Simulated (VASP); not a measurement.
**Al2Cu: single point with r2SCAN**

The system is Al2Cu.

```
Al Cu
1.0
     3.84698    0.00000    0.00000
     0.00000    3.84698    0.00000
     0.00000    0.00000    3.21984
Al Cu
2 1
Direct
  0.50000 0.00000 0.50000
  0.00000 0.50000 0.50000
  0.00000 0.00000 0.00000
```

This cell differs from its parent crystal: ratio of the length along z to the lengths across it x 1.2, volume and fractional coordinates fixed.

```json
{"Program": "VASP 6.6.1", "Task": "single point", "Functional": "r2SCAN", "Potentials or basis": "VASP PAW PBE potentials, release 64 (Al, Cu)", "Cutoff": "520 eV", "k mesh": "14 × 14 × 18", "Occupations": "gaussian, width 0.15 eV", "Spin": "no spin polarisation", "Dipole correction": "no", "Further INCAR settings": "ALGO = Normal; EDIFF = 1e-07; NBANDS = 16"}
```

```
Pressure               : 1.8 GPa
Band gap on the k mesh : zero (an odd number of electrons rules out a gap without spin polarisation)
```

Stress tensor (GPa, compression positive):
```
 6.14  0.00  0.00
 0.00  6.14  0.00
 0.00  0.00 -6.80
```

Levels at points of the mesh, in eV from the Fermi level:
```
           k point  band 6  band 7  band 8  band 9  band 10  band 11  band 12  band 13
(0.00, 0.00, 0.00)   -3.97   -1.45   -1.45    1.79     1.93     2.92     5.93     8.67
(0.50, 0.00, 0.00)   -4.09   -3.92    0.25    2.71     3.20     4.09     4.68     7.06
(0.50, 0.50, 0.00)   -4.19   -3.97   -3.73   -2.27     6.84     8.49     8.49     8.73
(0.00, 0.00, 0.50)   -3.87   -3.49    2.44    2.44     3.02     3.60     3.60     4.36
(0.50, 0.00, 0.50)   -3.84   -3.04   -3.04   -2.21     3.89     4.54     5.20     6.17
(0.50, 0.50, 0.50)   -3.76   -1.96   -1.88   -1.88    -1.23    -0.19    -0.19     2.96
```

It took 7.3 min on 1 thread of Intel(R) Xeon(R) 6975P-C (Granite Rapids), with other jobs on the host, peak memory 0.37 GiB.

Caveat: the stress differs along the axes, from -7 to 6 GPa; the PAW data sets were made with another functional, which shifts forces and pressure a little.
